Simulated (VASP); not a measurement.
# Cu: single point with PBE

The system is Cu.

```
CELL_PARAMETERS angstrom
0.00000 2.11301 1.55158
2.11301 0.00000 1.55158
2.11301 2.11301 0.00000
ATOMIC_POSITIONS crystal
Cu 0.00000 0.00000 0.00000
```

| Quantity | Value |
| --- | --- |
| Program | VASP 6.6.1 |
| Task | single point |
| Functional | PBE |
| Potentials or basis | VASP PAW PBE potentials, release 64 (Cu) |
| Cutoff | 520 eV |
| k mesh | 24 × 24 × 24 |
| Occupations | gaussian, width 0.15 eV |
| Spin | no spin polarisation |

* Pressure: -13.2 GPa
* Band gap on the k mesh: zero (an odd number of electrons rules out a gap without spin polarisation)

Stress tensor (GPa, compression positive):
```
-13.45   0.00   0.00
  0.00 -13.45   0.00
  0.00   0.00 -12.81
```

Levels at points of the mesh, in eV from the Fermi level:
```tsv
k point	band 2	band 3	band 4	band 5	band 6	band 7	band 8	band 9	band 10	band 11
(0.00, 0.00, 0.00)	-2.68	-2.68	-2.57	-1.91	-1.80	23.05	23.58	23.58	24.45	25.38
(0.50, 0.00, 0.00)	-3.15	-1.95	-1.76	-1.29	-0.28	3.43	15.99	16.50	19.78	21.93
(0.50, 0.50, 0.00)	-3.80	-1.43	-1.40	-1.40	6.71	7.95	7.95	11.82	12.80	13.52
(0.50, 0.00, 0.50)	-3.29	-1.81	-1.73	-1.27	-0.03	3.79	15.06	15.57	18.96	21.11
```

Run time: 83 s on 1 thread of Intel(R) Xeon(R) 6975P-C (Granite Rapids), on a shared host, peak memory 0.28 GiB.

Caveat: the cell stands under tension.
